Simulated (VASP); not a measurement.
## PdPt2S6: single point with PBE

PdPt2S6:

```
CELL_PARAMETERS angstrom
3.57126 0.00000 0.00000
-1.78563 3.09280 0.00000
0.00000 0.00000 18.96191
ATOMIC_POSITIONS crystal
Pd 0.00000 0.00000 0.00000
Pt 0.00000 0.00000 0.33229
Pt 0.00000 0.00000 0.66771
S 0.33333 0.66667 0.06487
S 0.33333 0.66667 0.39718
S 0.33333 0.66667 0.73259
S 0.66667 0.33333 0.26741
S 0.66667 0.33333 0.60282
S 0.66667 0.33333 0.93513
```

```
Program                : VASP 6.6.1
Task                   : single point
Functional             : PBE
Potentials or basis    : VASP PAW PBE potentials, release 64 (Pd, Pt, S)
Cutoff                 : 520 eV
k mesh                 : 6 × 6 × 1
Occupations            : gaussian, width 0.1 eV
Spin                   : no spin polarisation
Dipole correction      : no
Further INCAR settings : ALGO = Normal; EDIFF = 1e-07; NBANDS = 43
```

* Pressure: -0.3 GPa
* Largest force: 0.044 eV/Å
* Band gap on the k mesh: 1.36 eV, indirect (the least direct gap lies 4.6 meV higher)

Forces on the atoms (eV/Å):
```
Pd   0.000  0.000  0.000
Pt   0.000  0.000 -0.001
Pt   0.000  0.000  0.001
S    0.000  0.000 -0.038
S    0.000  0.000 -0.044
S    0.000  0.000 -0.044
S    0.000  0.000  0.044
S    0.000  0.000  0.044
S    0.000  0.000  0.038
```

Stress tensor (GPa, compression positive):
```
-0.36  0.00  0.00
 0.00 -0.36  0.00
 0.00  0.00 -0.24
```

Levels at points of the mesh, in eV from the valence-band top:
| k point | band 29 | band 30 | band 31 | band 32 | band 33 | band 34 | band 35 | band 36 | band 37 | band 38 |
| --- | --- | --- | --- | --- | --- | --- | --- | --- | --- | --- |
| (0.00, 0.00, 0.00) | -0.45 | -0.45 | -0.30 | -0.18 | -0.18 | 2.38 | 2.38 | 3.00 | 3.00 | 3.02 |
| (0.50, 0.00, 0.00) | -1.87 | -1.81 | -1.70 | -1.47 | -1.30 | 1.88 | 2.19 | 2.57 | 2.65 | 2.77 |

Run time: 2.6 min on 1 thread of Intel(R) Xeon(R) Platinum 8259CL CPU @ 2.50GHz (Skylake/Cascade Lake) (shared host), peak memory 0.34 GiB.

Caveat: spin-orbit coupling is left out, which moves the levels of the heavy elements; this functional lacks dispersion, which binds the layers, so the pressure and a relaxed spacing across them are unreliable. A k mesh can miss the band edges.
